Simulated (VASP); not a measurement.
# KBr (I4/mmm) in VASP: further runs, part 2 of 2

VASP 6.6.1.

## 4. Single point, PBE (strain +0.030 along x and y, +0.015 along z)

INCAR reads:

```
  ALGO = Normal
  EDIFF = 1E-7
  ENCUT = 520
  GGA = PE
  ISIF = 2
  ISMEAR = 0
  LASPH = T
  LCHARG = T
  LELF = T
  LREAL = F
  LVHAR = T
  LWAVE = F
  NBANDS = 15
  NELM = 80
  PREC = Accurate
  SIGMA = 0.05
```

KPOINTS reads:

```
k-points
0
Gamma
  6 6 6
```

POSCAR reads:

```
KBr
1.0
    0.0000000000      3.3912750000      3.3418875000
    3.3912750000      0.0000000000      3.3418875000
    3.3912750000      3.3912750000      0.0000000000
K Br
1 1
Direct
    0.0000000000      0.0000000000      0.0000000000
    0.5000000000      0.5000000000      0.5000000000
```

Potentials or basis: VASP PAW PBE potentials, release 64 (K_sv, Br).

Command:

```
$ cat potpaw_PBE.64/K_sv/POTCAR potpaw_PBE.64/Br/POTCAR > POTCAR
$ mpirun -np 1 vasp_std > vasp.out
```

OUTCAR:

```text
EDIFF = 1E-7
   ENCUT = 520
   GGA = PE
   ISIF = 2
   ISMEAR = 0
   LASPH = T
   LREAL = F
   NELM = 80
   PREC = Accurate

 ion  position               nearest neighbor table
   1  0.000  0.000  0.000-
   2  0.500  0.500  0.500-

  LATTYP: Found a body centered tetragonal cell.
 ALAT       =     4.7959870987
 C/A-ratio  =     1.3936182192

  Lattice vectors:

 A1 = (   0.0000000000,  -3.3912750000,  -3.3418875000)
 A2 = (   0.0000000000,   3.3912750000,  -3.3418875000)
 A3 = (   3.3912750000,   0.0000000000,   3.3418875000)

Analysis of symmetry for initial positions (statically):
=====================================================================
 Subroutine PRICEL returns:
 Original cell was already a primitive cell.

 Routine SETGRP: Setting up the symmetry group for a
 body centered tetragonal supercell.

 Subroutine GETGRP returns: Found 16 space group operations
 (whereof 16 operations were pure point group operations)
 out of a pool of 16 trial point group operations.

The static configuration has the point symmetry D_4h.

Analysis of symmetry for dynamics (positions and initial velocities):
=====================================================================
 Subroutine PRICEL returns:
 Original cell was already a primitive cell.

 Routine SETGRP: Setting up the symmetry group for a
 body centered tetragonal supercell.

 Subroutine GETGRP returns: Found 16 space group operations
 (whereof 16 operations were pure point group operations)
 out of a pool of 16 trial point group operations.

The dynamic configuration has the point symmetry D_4h.

 Subroutine INISYM returns: Found 16 space group operations
 (whereof 16 operations are pure point group operations),
 and found     1 'primitive' translations

[... 115 lines left out ...]
  volume/ion in A,a.u.               =      38.43       259.37
  Fermi-wavevector in a.u.,A,eV,Ry     =   0.970210  1.833430 12.807253  0.941307
  Thomas-Fermi vector in A             =   2.100326
   LORBIT       =      0    0 simple, 1 ext, 2 COOP (PROOUT), +10 PAW based schemes
   GGA     = PE    functional components
   LHFCALC =     F    Hartree Fock is set to
   AEXX    =    0.0000 exact exchange contribution
   IVDW    =     0    specifies the selected vdW correction
   LEPSILON=     F    determine dielectric tensor
   LRPA    =     F    only Hartree local field effects (RPA)
 non-spin polarized calculation
 Gauss-broadening in eV      SIGMA  =   0.05
  energy-cutoff  :      520.00
  volume of cell :       76.87
 maximum number of plane-waves:      2098
   NGX = 17   NGY = 17   NGZ = 17

 number of electron      16.0000003 magnetization

 Free energy of the ion-electron system (eV)
  ---------------------------------------------------
  ext. energy  EPLUGINS =         0.00000000
  ---------------------------------------------------
  free energy    TOTEN  =        -6.22199118 eV

  energy without entropy =       -6.22199118  energy(sigma->0) =       -6.22199118

 E-fermi :  -1.6614     XC(G=0):  -7.1058

 val. band max:       -1.9915026750   @ k =   0.0000   0.0000   0.0000
 cond. band min:       2.2669038260   @ k =   0.0000   0.0000   0.0000
 fundamental gap:      4.2584065009
 Fermi energy:        -1.6613879488

 k-point     1 :       0.0000    0.0000    0.0000
  band No.  band energies     occupation
      1     -29.9237      2.00000
      2     -14.2092      2.00000
      3     -13.3964      2.00000
      4     -13.3964      2.00000
      5     -13.3948      2.00000
      6      -1.9943      2.00000
      7      -1.9943      2.00000
      8      -1.9915      2.00000
      9       2.2669      0.00000
     10       5.5604      0.00000
     11       5.5604      0.00000
     12       5.6447      0.00000
     13       6.3384      0.00000
     14       6.4030      0.00000
[... 401 lines left out ...]
      2     -14.2050      2.00000
      3     -13.4408      2.00000
      4     -13.4165      2.00000
      5     -13.3531      2.00000
      6      -2.7255      2.00000
      7      -2.3767      2.00000
      8      -2.2560      2.00000
      9       4.3230      0.00000
     10       5.1783      0.00000
     11       6.6693      0.00000
     12       7.4200      0.00000
     13       7.5023      0.00000
     14       8.2556      0.00000
     15       8.6564      0.00000

 [... further k-points ...]
[... 5 lines left out ...]
  --------------------------------------------------------------------------------------
  -------------------------------------------------------------------------------------
  Total       -0.1609863     -0.1609863      0.0052816      0.0000000     -0.0000000     -0.0000000
  in kB       -3.3554561     -3.3554561      0.1100846      0.0000000     -0.0000000     -0.0000000
  external PRESSURE =      -2.2002759 kB  Pullay stress =       0.0000000 kB

 VOLUME and BASIS-vectors are now :
 -----------------------------------------------------------------------------
  energy-cutoff  :      520.00
  volume of cell :       76.87
      direct lattice vectors                 reciprocal lattice vectors
     0.000000000  3.391275000  3.341887500    -0.147437173  0.147437173  0.149616048
     3.391275000  0.000000000  3.341887500     0.147437173 -0.147437173  0.149616048
     3.391275000  3.391275000  0.000000000     0.147437173  0.147437173 -0.149616048

 POSITION                                       TOTAL-FORCE (eV/Angst)
 -----------------------------------------------------------------------------------
      0.00000      0.00000      0.00000         0.000000      0.000000      0.000000
      3.39127      3.39127      3.34189         0.000000      0.000000      0.000000
 -----------------------------------------------------------------------------------
    total drift:                                0.000000      0.000000      0.000000

  FREE ENERGIE OF THE ION-ELECTRON SYSTEM (eV)
  ---------------------------------------------------
  free  energy   TOTEN  =        -6.2219911777 eV

  energy  without entropy=       -6.2219911777  energy(sigma->0) =       -6.22199118
```

OSZICAR:

```text
N       E                     dE             d eps       ncg     rms          rms(c)
DAV:   1     0.973776528414E+02    0.97378E+02   -0.67615E+03   900   0.926E+02
DAV:   2     0.322144786060E-02   -0.97374E+02   -0.90377E+02  1217   0.227E+02
DAV:   3    -0.616577358403E+01   -0.61690E+01   -0.61426E+01  1257   0.496E+01
DAV:   4    -0.640998243963E+01   -0.24421E+00   -0.24416E+00  1377   0.863E+00
DAV:   5    -0.641185907860E+01   -0.18766E-02   -0.18766E-02  1264   0.852E-01    0.280E+00
DAV:   6    -0.622435187149E+01    0.18751E+00   -0.23492E-01  1138   0.225E+00    0.202E+00
DAV:   7    -0.621089156355E+01    0.13460E-01   -0.11354E-01  1229   0.176E+00    0.965E-01
DAV:   8    -0.622083657884E+01   -0.99450E-02   -0.13252E-02  1020   0.813E-01    0.120E-01
DAV:   9    -0.622165253225E+01   -0.81595E-03   -0.99088E-04  1222   0.191E-01    0.810E-02
DAV:  10    -0.622197353682E+01   -0.32100E-03   -0.34426E-04   956   0.108E-01    0.149E-02
DAV:  11    -0.622198829744E+01   -0.14761E-04   -0.31070E-05  1244   0.300E-02    0.515E-03
DAV:  12    -0.622199098719E+01   -0.26897E-05   -0.45406E-06   977   0.141E-02    0.268E-03
DAV:  13    -0.622199109425E+01   -0.10706E-06   -0.31767E-07  1279   0.300E-03    0.664E-04
DAV:  14    -0.622199119469E+01   -0.10044E-06   -0.10645E-07   935   0.187E-03    0.455E-04
DAV:  15    -0.622199117767E+01    0.17016E-07   -0.51600E-09   625   0.449E-04
   1 F= -.62219912E+01 E0= -.62219912E+01  d E =-.297804E-22
```

stdout:

```text
POSCAR found type information on POSCAR K Br
 POSCAR found :  2 types and       2 ions
 scaLAPACK will be used
 LDA part: xc-table for (Slater+PW92), standard interpolation
 POSCAR, INCAR and KPOINTS ok, starting setup
 FFT: planning ... GRIDC
 FFT: planning ... GRID_SOFT
 FFT: planning ... GRID
 WAVECAR not read
 entering main loop
```

Wall time 56 s (1 thread of Intel Xeon Platinum 8488C (Sapphire Rapids), shared host); peak memory 0.21 GiB.

Results:

```
Free energy            : -6.2220 eV
Pressure               : -0.2 GPa
Band gap on the k mesh : 4.26 eV, direct
```

Stress tensor (GPa, compression positive):
```
-0.34  0.00  0.00
 0.00 -0.34  0.00
 0.00  0.00  0.01
```

Levels at points of the mesh, in eV from the valence-band top:
```
           k point  band 4  band 5  band 6  band 7  band 8  band 9  band 10  band 11  band 12  band 13
(0.00, 0.00, 0.00)  -11.40  -11.40    0.00    0.00    0.00    4.26     7.55     7.55     7.64     8.33
(0.50, 0.00, 0.00)  -11.41  -11.18   -1.05   -0.28   -0.28    6.44     7.97     9.57     9.58     9.80
(0.50, 0.50, 0.00)  -11.43  -11.43   -0.74   -0.28   -0.28    5.91     6.97     9.19     9.27     9.43
(0.50, 0.00, 0.50)  -11.43  -11.43   -0.75   -0.26   -0.25    5.93     6.95     9.11     9.24     9.42
```

Caveat: the cell differs from its parent crystal (strain +0.030 along x and y, +0.015 along z).

## 5. Overview

```csv
cell,gap on the mesh (eV),pressure (GPa)
"a = 4.691, b = 4.691, c = 4.726 Å, angles 59.8, 59.8, 60.5°, 2 atoms",4.37,0.4
"a = 4.761, b = 4.761, c = 4.726 Å, angles 60.2, 60.2, 59.5°, 2 atoms",4.30,0.0
"a = 4.761, b = 4.761, c = 4.796 Å, angles 59.8, 59.8, 60.5°, 2 atoms",4.26,-0.2
```

Alike in all rows: task single point; level PBE; potentials or basis VASP PAW PBE potentials, release 64 (K_sv, Br); no spin polarisation; k mesh 6 × 6 × 6; cutoff (eV) 520; smearing gaussian 0.05 eV.

Total energies depend on the potentials used, so only differences within one code and one set of settings carry meaning.
